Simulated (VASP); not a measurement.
CsLiCr2Te2S3: single point with revPBE

The system is CsLiCr2Te2S3.

```
Cs Li Cr Te S
1.0
     3.64823    0.00000    0.00000
    -1.82412    3.15946    0.00000
     0.00000    0.00000   21.04433
Cs Li Cr Te S
1 1 2 2 3
Direct
  0.00000 0.00000 0.35163
  0.66667 0.33333 0.02425
  0.00000 0.00000 0.88658
  0.33333 0.66667 0.16368
  0.33333 0.66667 0.50220
  0.66667 0.33333 0.80230
  0.00000 0.00000 0.10204
  0.33333 0.66667 0.94394
  0.66667 0.33333 0.22339
```

```yaml
Program: VASP 6.6.1
Task: single point
Functional: revPBE
Potentials_or_basis: VASP PAW PBE potentials, release 64 (Cs_sv, Li_sv, Cr_pv, Te, S)
Cutoff: 520 eV
k_mesh: 6 × 6 × 1
Occupations: fermi-dirac, width 0.05 eV
Spin: collinear spin, ferromagnetic start
Starting_moments: "[0.0, 0.0, 3.0, 3.0, 0.0, 0.0, 0.0, 0.0, 0.0] μB"
Dipole_correction: no
Further_INCAR_settings: ALGO = Normal; EDIFF = 1e-07; NBANDS = 47
```

* Largest force: 0.012 eV/Å
* Net moment: 5.72 μB per cell
* Site moments: Cs -0.00; Li -0.00; Cr +2.88, +2.98; Te -0.00, -0.18; S -0.08, -0.09 (each value once) μB
* Valence electrons inside the program's atomic spheres: Cs 6.63; Li 2.04; Cr 10.59, 10.52; Te 3.24, 3.37; S 3.75

Forces on the atoms (eV/Å):
```
Cs   0.000  0.000  0.003
Li   0.000  0.000  0.001
Cr   0.000  0.000  0.007
Cr   0.000  0.000 -0.005
Te   0.000  0.000  0.012
Te   0.000  0.000 -0.007
S    0.000  0.000 -0.005
S    0.000  0.000  0.006
S    0.000  0.000 -0.012
```

Levels at points of the mesh, in eV from the Fermi level:
Spin up:
| k point | band 34 | band 35 | band 36 | band 37 | band 38 | band 39 |
| --- | --- | --- | --- | --- | --- | --- |
| (0.00, 0.00, 0.00) | 0.38 | 0.38 | 1.33 | 1.58 | 1.58 | 1.87 |
| (0.50, 0.00, 0.00) | -0.99 | -0.88 | -0.86 | 0.39 | 0.96 | 1.18 |
Spin down:
| k point | band 26 | band 27 | band 28 | band 29 | band 30 | band 31 | band 32 | band 33 | band 34 | band 35 |
| --- | --- | --- | --- | --- | --- | --- | --- | --- | --- | --- |
| (0.00, 0.00, 0.00) | -1.15 | -1.15 | 0.67 | 0.67 | 1.11 | 1.11 | 1.24 | 1.33 | 1.33 | 1.85 |
| (0.50, 0.00, 0.00) | -2.61 | -2.58 | -1.80 | -1.00 | -0.90 | 0.38 | 0.59 | 0.95 | 1.27 | 1.79 |

Wall time 8.2 min on 1 thread of Intel(R) Xeon(R) Platinum 8259CL CPU @ 2.50GHz (Skylake/Cascade Lake), with other jobs on the host, peak memory 0.53 GiB.

Caveat: the PAW data sets were made with another functional, which shifts forces and pressure a little; spin-orbit coupling is left out, which moves the levels of the heavy elements; only a ferromagnetic start was run, and an antiferromagnetic order may lie lower in energy. With open d or f shells a metallic result of revPBE can be an artefact of self-interaction; +U or a hybrid may open a gap.
